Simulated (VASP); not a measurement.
# MoS2 (R3m) in VASP: single point with PBE

Aim: the single point of MoS2 with PBE.

Everything below comes from runs of VASP 6.6.1. Logs are shortened: lines on timing, memory, paths and dates and some standing lists are left out, and cuts for length are marked.

## (1) The cell of the first run

It takes space group R3m (No. 160, trigonal). Conventional cell: a = 3.160 Å, b = 3.160 Å, c = 18.450 Å, α = 90.00°, β = 90.00°, γ = 120.00°. Within 3.2 Å of Mo (site symmetry 3m) lie 6 S at 2.39 Å and 6 Mo at 3.16 Å. S (site symmetry 3m) has 3 Mo at 2.39 Å and 7 S at 3.08 to 3.16 Å within 3.2 Å. S (site symmetry 3m) has 3 Mo at 2.39 Å and 7 S at 3.08 to 3.16 Å within 3.2 Å.

## (2) Single point, PBE

Contents of INCAR:

```
PREC = Accurate
ENCUT = 520
EDIFF = 1E-6
ISMEAR = 0
SIGMA = 0.05
LREAL = Auto
LASPH = True
NELM = 60
ALGO = Normal
ISIF = 2
LWAVE = False
LCHARG = False
GGA = PE
NBANDS = 238
```

Contents of KPOINTS:

```
regular mesh
0
Gamma
  2 1 1
```

Contents of POSCAR:

```
MoS2
1.0
    6.3200000000     -0.0000010000      0.0000000000
    0.0000000000     10.9465600000      0.0000000000
   -1.5800000000     -0.9122130000     12.3000000000
Mo S
16 32
Direct
    0.0000000000      0.0000000000      0.0000000000
    0.5000000000      0.0000000000      0.0000000000
    0.2500000000      0.2500000000      0.0000000000
    0.3750000000      0.1250000000      0.5000000000
    0.7500000000      0.2500000000      0.0000000000
    0.8750000000      0.1250000000      0.5000000000
    0.5000000000      0.5000000000      0.0000000000
    0.6250000000      0.3750000000      0.5000000000
    0.0000000000      0.5000000000      0.0000000000
    0.1250000000      0.3750000000      0.5000000000
    0.7500000000      0.7500000000      0.0000000000
    0.8750000000      0.6250000000      0.5000000000
    0.2500000000      0.7500000000      0.0000000000
    0.3750000000      0.6250000000      0.5000000000
    0.1250000000      0.8750000000      0.5000000000
    0.6250000000      0.8750000000      0.5000000000
    0.0937500000      0.0312500000      0.3750000000
    0.5937500000      0.0312500000      0.3750000000
    0.3437500000      0.2812500000      0.3750000000
    0.4687500000      0.1562500000      0.8750000000
    0.8437500000      0.2812500000      0.3750000000
    0.9687500000      0.1562500000      0.8750000000
    0.5937500000      0.5312500000      0.3750000000
    0.7187500000      0.4062500000      0.8750000000
    0.0937500000      0.5312500000      0.3750000000
    0.2187500000      0.4062500000      0.8750000000
    0.8437500000      0.7812500000      0.3750000000
    0.9687500000      0.6562500000      0.8750000000
    0.3437500000      0.7812500000      0.3750000000
    0.4687500000      0.6562500000      0.8750000000
    0.2187500000      0.9062500000      0.8750000000
    0.7187500000      0.9062500000      0.8750000000
    0.1563750000      0.0521250000      0.6255000000
    0.6563750000      0.0521250000      0.6255000000
    0.4063750000      0.3021250000      0.6255000000
    0.5313750000      0.1771250000      0.1255000000
    0.9063750000      0.3021250000      0.6255000000
    0.0313750000      0.1771250000      0.1255000000
    0.6563750000      0.5521250000      0.6255000000
    0.7813750000      0.4271250000      0.1255000000
    0.1563750000      0.5521250000      0.6255000000
    0.2813750000      0.4271250000      0.1255000000
    0.9063750000      0.8021250000      0.6255000000
    0.0313750000      0.6771250000      0.1255000000
    0.4063750000      0.8021250000      0.6255000000
    0.5313750000      0.6771250000      0.1255000000
    0.2813750000      0.9271250000      0.1255000000
    0.7813750000      0.9271250000      0.1255000000
```

Potentials or basis: VASP PAW PBE potentials, release 64 (Mo_sv, S).

Run with:

```
cat potpaw_PBE.64/Mo_sv/POTCAR potpaw_PBE.64/S/POTCAR > POTCAR
mpirun -np 1 vasp_std > vasp.out
```

OUTCAR:

```text
PREC = Accurate
   ENCUT = 520
   EDIFF = 1E-6
   ISMEAR = 0
   LREAL = Auto
   LASPH = True
   NELM = 60
   ISIF = 2
   GGA = PE

 ion  position               nearest neighbor table
   1  0.000  0.000  0.000-  22 2.39  32 2.39  31 2.39  48 2.39  38 2.39  47 2.39   3 3.16  11 3.16
                             5 3.16  13 3.16   2 3.16   2 3.16
   2  0.500  0.000  0.000-  20 2.39  31 2.39  32 2.39  47 2.39  36 2.39  48 2.39   5 3.16  13 3.16
                            11 3.16   3 3.16   1 3.16   1 3.16
   3  0.250  0.250  0.000-  26 2.39  22 2.39  20 2.39  38 2.39  42 2.39  36 2.39   1 3.16   7 3.16
                             2 3.16   9 3.16   5 3.16   5 3.16
   4  0.375  0.125  0.500-  19 2.39  17 2.39  18 2.39  33 2.39  35 2.39  34 2.39   8 3.16  15 3.16
                            10 3.16  16 3.16   6 3.16   6 3.16
   5  0.750  0.250  0.000-  24 2.39  20 2.39  22 2.39  36 2.39  40 2.39  38 2.39   2 3.16   9 3.16
                             7 3.16   1 3.16   3 3.16   3 3.16
   6  0.875  0.125  0.500-  21 2.39  18 2.39  17 2.39  34 2.39  37 2.39  33 2.39  10 3.16  16 3.16
                            15 3.16   8 3.16   4 3.16   4 3.16
   7  0.500  0.500  0.000-  30 2.39  26 2.39  24 2.39  42 2.39  46 2.39  40 2.39   3 3.16  11 3.16
                             5 3.16  13 3.16   9 3.16   9 3.16
   8  0.625  0.375  0.500-  23 2.39  19 2.39  21 2.39  35 2.39  39 2.39  37 2.39   4 3.16  12 3.16
                             6 3.16  14 3.16  10 3.16  10 3.16
   9  0.000  0.500  0.000-  28 2.39  24 2.39  26 2.39  40 2.39  44 2.39  42 2.39   5 3.16  13 3.16
[... 45 lines left out ...]
  47  0.281  0.927  0.126-   2 2.39  13 2.39   1 2.39
  48  0.781  0.927  0.126-   1 2.39  11 2.39   2 2.39

  LATTYP: Found a triclinic cell.
 ALAT       =     6.3200000000
 B/A-ratio  =     2.6212664305
 C/A-ratio  =     3.3720970169
 COS(alpha) =     0.0428731459
 COS(beta)  =     0.6672406636
 COS(gamma) =     0.6676162341

  Lattice vectors:

 A1 = (   6.3200000000,  -0.0000010000,   0.0000000000)
 A2 = (  11.0600000000,  -0.9122150000,  12.3000000000)
 A3 = (  14.2200000000, -10.0343490000, -12.3000000000)

Analysis of symmetry for initial positions (statically):
=====================================================================
 Subroutine PRICEL returns following result:

  LATTYP: Found a trigonal (rhomboedric) cell.
 ALAT       =     6.4149070754
 COS(alpha) =     0.8786713332

  Lattice vectors:

 A1 = (   1.5800000000,   0.9122131250,   6.1500000000)
 A2 = (  -1.5800000000,   0.9122136250,   6.1500000000)
 A3 = (   0.0000000000,  -1.8244266250,   6.1500000000)

  16 primitive cells build up your supercell.

 Routine SETGRP: Setting up the symmetry group for a
 triclinic supercell.

 Subroutine GETGRP returns: Found  1 space group operations
 (whereof  1 operations were pure point group operations)
 out of a pool of  2 trial point group operations.

The static configuration has the point symmetry C_1 .

Analysis of symmetry for dynamics (positions and initial velocities):
=====================================================================
 Subroutine PRICEL returns following result:

  LATTYP: Found a trigonal (rhomboedric) cell.
 ALAT       =     6.4149070754
 COS(alpha) =     0.8786713332

  Lattice vectors:

 A1 = (   1.5800000000,   0.9122131250,   6.1500000000)
 A2 = (  -1.5800000000,   0.9122136250,   6.1500000000)
 A3 = (   0.0000000000,  -1.8244266250,   6.1500000000)

  16 primitive cells build up your supercell.

 Routine SETGRP: Setting up the symmetry group for a
 triclinic supercell.

 Subroutine GETGRP returns: Found  1 space group operations
 (whereof  1 operations were pure point group operations)
 out of a pool of  2 trial point group operations.

The dynamic configuration has the point symmetry C_1 .

 Subroutine INISYM returns: Found  1 space group operations
 (whereof  1 operations are pure point group operations),
 and found    16 'primitive' translations

----------------------------------------------------------------------------------------

                                     Primitive cell

  volume of cell :      53.1839

  direct lattice vectors                    reciprocal lattice vectors
     1.580000000  0.912213125  6.150000000     0.316455725  0.182705800  0.054200541
    -1.580000000  0.912213625  6.150000000    -0.316455667  0.182705800  0.054200541
     0.000000000 -1.824426625  6.150000000    -0.000000058 -0.365411600  0.054200544

  length of vectors
     6.414907075  6.414907146  6.414907054     0.369409439  0.369409390  0.369409442

  position of ions in fractional coordinates (direct lattice)
     0.000000000  0.000000000  0.000000000
     0.250000000  0.250000000  0.250000000
     0.417000000  0.417000000  0.417000000

  ion indices of the primitive-cell ions
   primitive index   ion index
                 1           1
                 2          22
                 3          38

----------------------------------------------------------------------------------------

 KPOINTS: regular mesh

Automatic generation of k-mesh.
 Grid dimensions read from file:
 generate k-points for:    2    1    1

 Generating k-lattice:

  Cartesian coordinates                     Fractional coordinates (reciprocal lattice)
     0.079113924  0.000000000  0.010162602     0.500000000  0.000000000  0.000000000
     0.000000014  0.091352900  0.006775067     0.000000000  1.000000000  0.000000000
     0.000000000  0.000000000  0.081300813     0.000000000  0.000000000  1.000000000

  Length of vectors
     0.079763973  0.091603787  0.081300813

  Shift w.r.t. Gamma in fractional coordinates (k-lattice)
     0.000000000  0.000000000  0.000000000

 Subroutine IBZKPT returns following result:
 ===========================================

 Found      2 irreducible k-points:

 Following reciprocal coordinates:
            Coordinates               Weight
  0.000000  0.000000  0.000000      1.000000
  0.500000  0.000000  0.000000      1.000000
   k-points           NKPTS =      2   k-points in BZ     NKDIM =      2   number of bands    NBANDS=    238
   number of dos      NEDOS =    301   number of ions     NIONS =     48
   total plane-waves  NPLWV = 387072
   dimension x,y,z NGX =    48 NGY =   84 NGZ =   96
   dimension x,y,z NGXF=    96 NGYF=  168 NGZF=  192
   ions per type =              16  32
   NGX,Y,Z   is equivalent  to a cutoff of  12.63, 12.76, 12.83 a.u.
   NGXF,Y,Z  is equivalent  to a cutoff of  25.25, 25.51, 25.67 a.u.
 SYSTEM =  unknown system
   PREC   = accura    normal or accurate (medium, high low for compatibility)
   ISTART =      0    job   : 0-new  1-cont  2-samecut
   ICHARG =      2    charge: 1-file 2-atom 10-const
   ISPIN  =      1    spin polarized calculation?
   LNONCOLLINEAR =      F non collinear calculations
   LSORBIT =      F    spin-orbit coupling
   LASPH  =      T    aspherical Exc in radial PAW
   ENCUT  =  520.0 eV  38.22 Ry    6.18 a.u.  11.75 20.35 23.12*2*pi/ulx,y,z
   NELM   =     60;   NELMIN=  2; NELMDL= -5     # of ELM steps
   EDIFF  = 0.1E-05   stopping-criterion for ELM
   LREAL  =      T    real-space projection
   EDIFFG = 0.1E-04   stopping-criterion for IOM
   NSW    =      0    number of steps for IOM
   IBRION =     -1    ionic relax: 0-MD 1-quasi-New 2-CG
   NFREE  =      0    steps in history (QN), initial steepest desc. (CG)
   ISIF   =      2    stress and relaxation
   ISYM   =      2    0-nonsym 1-usesym 2-fastsym
   POTIM  = 0.5000    time-step for ionic-motion
   TEBEG  =    0.0;   TEEND  =   0.0 temperature during run
   PSTRESS=    0.0 pullay stress
   NELECT =     416.0000    total number of electrons
   NUPDOWN=      -1.0000    fix difference up-down
   EMIN   =  10.00;   EMAX   =-10.00  energy-range for DOS
   EFERMI =   0.00;   METHOD = LEGACY
   ISMEAR =     0;   SIGMA  =   0.05  broadening in eV -4-tet -1-fermi 0-gaus
   EFERMI_NEDOS =   21; number of points for ismear=-14 and -15
   IALGO  =     38    algorithm
   IMIX   =      4    mixing-type and parameters
     AMIX     =   0.40;   BMIX     =  1.00
     AMIX_MAG =   1.60;   BMIX_MAG =  1.00
  volume/ion in A,a.u.               =      17.73       119.63
  Fermi-wavevector in a.u.,A,eV,Ry     =   1.289652  2.437090 22.629253  1.663203
  Thomas-Fermi vector in A             =   2.421532
   LORBIT       =      0    0 simple, 1 ext, 2 COOP (PROOUT), +10 PAW based schemes
   GGA     = PE    functional components
   LHFCALC =     F    Hartree Fock is set to
   AEXX    =    0.0000 exact exchange contribution
   IVDW    =     0    specifies the selected vdW correction
   LEPSILON=     F    determine dielectric tensor
   LRPA    =     F    only Hartree local field effects (RPA)
 non-spin polarized calculation
 Gauss-broadening in eV      SIGMA  =   0.05
  energy-cutoff  :      520.00
  volume of cell :      850.94
 maximum number of plane-waves:     22901
 NGX is ok and might be reduce to    48
   NGX = 23   NGY = 41   NGZ = 47

 number of electron     415.9999968 magnetization

 Free energy of the ion-electron system (eV)
  ---------------------------------------------------
  ext. energy  EPLUGINS =         0.00000000
  ---------------------------------------------------
  free energy    TOTEN  =      -347.97612347 eV

  energy without entropy =     -347.97612347  energy(sigma->0) =     -347.97612347

 E-fermi :   7.9470     XC(G=0): -10.8229

 val. band max:        7.6590812202   @ k =   0.0000   0.0000   0.0000
 cond. band min:       8.6856930886   @ k =   0.5000   0.0000   0.0000
 fundamental gap:      1.0266118684
 Fermi energy:         7.9469910420

 k-point     1 :       0.0000    0.0000    0.0000
  band No.  band energies     occupation
      1     -53.9185      2.00000
      2     -53.9185      2.00000
      3     -53.8976      2.00000
      4     -53.8976      2.00000
      5     -53.8976      2.00000
      6     -53.8976      2.00000
[... 212 lines left out ...]
    219       9.2848      0.00000
    220       9.2848      0.00000

 k-point     2 :       0.5000    0.0000    0.0000
  band No.  band energies     occupation
      1     -53.9020      2.00000
      2     -53.9020      2.00000
      3     -53.9019      2.00000
      4     -53.9019      2.00000
      5     -53.8872      2.00000
      6     -53.8872      2.00000
[... 212 lines left out ...]
    219       9.1469      0.00000
    220       9.1470      0.00000
 [bands above 220 left out]

------------------------ aborting loop because EDIFF is reached ----------------------------------------

  FORCE on cell =-STRESS in cart. coord.  units (eV):
  Direction    XX          YY          ZZ          XY          YZ          ZX
  --------------------------------------------------------------------------------------
  -------------------------------------------------------------------------------------
  Total       21.1440664     27.9297204     38.8997416     -0.0260952      0.1566971      0.1757706
  in kB       39.8106477     52.5868696     73.2415366     -0.0491328      0.2950338      0.3309458
  external PRESSURE =      55.2130180 kB  Pullay stress =       0.0000000 kB

 VOLUME and BASIS-vectors are now :
 -----------------------------------------------------------------------------
  energy-cutoff  :      520.00
  volume of cell :      850.94
      direct lattice vectors                 reciprocal lattice vectors
     6.320000000 -0.000001000  0.000000000     0.158227848  0.000000000  0.020325203
     0.000000000 10.946560000  0.000000000     0.000000014  0.091352900  0.006775067
    -1.580000000 -0.912213000 12.300000000     0.000000000  0.000000000  0.081300813

 POSITION                                       TOTAL-FORCE (eV/Angst)
 -----------------------------------------------------------------------------------
      0.00000      0.00000      0.00000        -0.000902     -0.013725      0.086985
      3.16000     -0.00000      0.00000        -0.000902     -0.013725      0.086985
      1.58000      2.73664      0.00000        -0.000902     -0.013725      0.086985
      1.58000      0.91221      6.15000        -0.000902     -0.013725      0.086985
      4.74000      2.73664      0.00000        -0.000902     -0.013725      0.086985
      4.74000      0.91221      6.15000        -0.000902     -0.013725      0.086985
[... 40 lines left out ...]
      1.58000     10.03435      1.54365         0.013106      0.008246      0.456700
      4.74000     10.03435      1.54365         0.013106      0.008246      0.456700
 -----------------------------------------------------------------------------------
    total drift:                                0.009317      0.012735      0.029855

  FREE ENERGIE OF THE ION-ELECTRON SYSTEM (eV)
  ---------------------------------------------------
  free  energy   TOTEN  =      -347.9761234749 eV

  energy  without entropy=     -347.9761234749  energy(sigma->0) =     -347.97612347
```

Run time: 13 min. Hardware: 1 thread of Oxide Virtual Turin-like, shared host; peak memory 0.85 GiB.

Results:

| Property | Result |
| --- | --- |
| Free energy | -347.9761 eV |
| Pressure | 5.5 GPa |
| Largest force | 0.544 eV/Å |
| Band gap on the k mesh | 1.03 eV |

Forces on the atoms (eV/Å):
```
Mo  -0.001 -0.014  0.087
Mo  -0.001 -0.014  0.087
Mo  -0.001 -0.014  0.087
Mo  -0.001 -0.014  0.087
Mo  -0.001 -0.014  0.087
Mo  -0.001 -0.014  0.087
Mo  -0.001 -0.014  0.087
Mo  -0.001 -0.014  0.087
Mo  -0.001 -0.014  0.087
Mo  -0.001 -0.014  0.087
Mo  -0.001 -0.014  0.087
Mo  -0.001 -0.014  0.087
Mo  -0.001 -0.014  0.087
Mo  -0.001 -0.014  0.087
Mo  -0.001 -0.014  0.087
Mo  -0.001 -0.014  0.087
S   -0.012  0.005 -0.544
S   -0.012  0.005 -0.544
S   -0.012  0.005 -0.544
S   -0.012  0.005 -0.544
S   -0.012  0.005 -0.544
S   -0.012  0.005 -0.544
S   -0.012  0.005 -0.544
S   -0.012  0.005 -0.544
S   -0.012  0.005 -0.544
S   -0.012  0.005 -0.544
S   -0.012  0.005 -0.544
S   -0.012  0.005 -0.544
S   -0.012  0.005 -0.544
S   -0.012  0.005 -0.544
S   -0.012  0.005 -0.544
S   -0.012  0.005 -0.544
S    0.013  0.008  0.457
S    0.013  0.008  0.457
S    0.013  0.008  0.457
S    0.013  0.008  0.457
S    0.013  0.008  0.457
S    0.013  0.008  0.457
S    0.013  0.008  0.457
S    0.013  0.008  0.457
S    0.013  0.008  0.457
S    0.013  0.008  0.457
S    0.013  0.008  0.457
S    0.013  0.008  0.457
S    0.013  0.008  0.457
S    0.013  0.008  0.457
S    0.013  0.008  0.457
S    0.013  0.008  0.457
```

Caveat: the k points lie up to 0.58 Å⁻¹ apart; an odd mesh through Γ misses points on the zone boundary, where band edges can lie; this functional lacks dispersion, which binds the layers, so the pressure and a relaxed spacing across them are unreliable.
